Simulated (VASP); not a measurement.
Ga2O3: single point with PBE

The system is Ga2O3.

```
Ga O
1.0
     0.00000    3.03710    0.00000
    -1.38599    0.00000    5.63001
     6.10700   -1.51855    0.00000
Ga O
4 6
Direct
  0.09050 0.79460 0.18100
  0.90950 0.20540 0.81900
  0.65866 0.31402 0.31732
  0.34134 0.68598 0.68268
  0.16450 0.10980 0.32900
  0.83550 0.89020 0.67100
  0.17330 0.56320 0.34660
  0.82670 0.43680 0.65340
  0.49590 0.25660 0.99180
  0.50410 0.74340 0.00820
```

```yaml
Program: VASP 6.6.1
Task: single point
Functional: PBE
Potentials_or_basis: VASP PAW PBE potentials, release 64 (Ga_d, O)
Cutoff: 520 eV
k_mesh: 8 × 6 × 8
Occupations: gaussian, width 0.05 eV
Spin: no spin polarisation
```

```
Pressure               : 10.2 GPa
Largest force          : 0.245 eV/Å
Band gap on the k mesh : 2.42 eV (least direct gap 2.44 eV)
```

Forces in eV/Å, atoms in the order of the input:
```
Ga   0.109  0.000  0.069
Ga  -0.109  0.000 -0.069
Ga  -0.033  0.000  0.059
Ga   0.033  0.000 -0.059
O    0.223  0.000 -0.100
O   -0.223  0.000  0.100
O   -0.032  0.000 -0.049
O    0.032  0.000  0.049
O    0.164  0.000  0.057
O   -0.164  0.000 -0.057
```

Stress tensor (GPa, compression positive):
```
 9.94  0.00  0.17
 0.00 10.97  0.00
 0.17  0.00  9.67
```

Levels at points of the mesh, in eV from the valence-band top:
```csv
k point,band 42,band 43,band 44,band 45,band 46,band 47
"(0.00, 0.00, 0.00)",-0.47,-0.28,-0.02,2.42,5.72,6.76
"(0.50, 0.00, 0.00)",-0.72,-0.46,-0.13,5.69,6.54,7.25
"(0.00, 0.50, 0.00)",-0.63,-0.49,-0.30,4.80,4.93,6.76
"(0.50, 0.50, 0.00)",-1.05,-0.74,-0.65,6.94,6.97,7.86
"(0.00, 0.00, 0.50)",-0.66,-0.42,-0.16,4.59,4.84,5.86
"(0.00, 0.50, 0.50)",-0.60,-0.59,-0.01,5.21,5.34,6.28
```

Wall time 22 min on 1 thread of Intel Xeon 8259CL, with other jobs on the host, peak memory 0.54 GiB.

Caveat: the cell stands under pressure. Expect the measured gap to be larger: semilocal functionals such as PBE lack the derivative discontinuity.
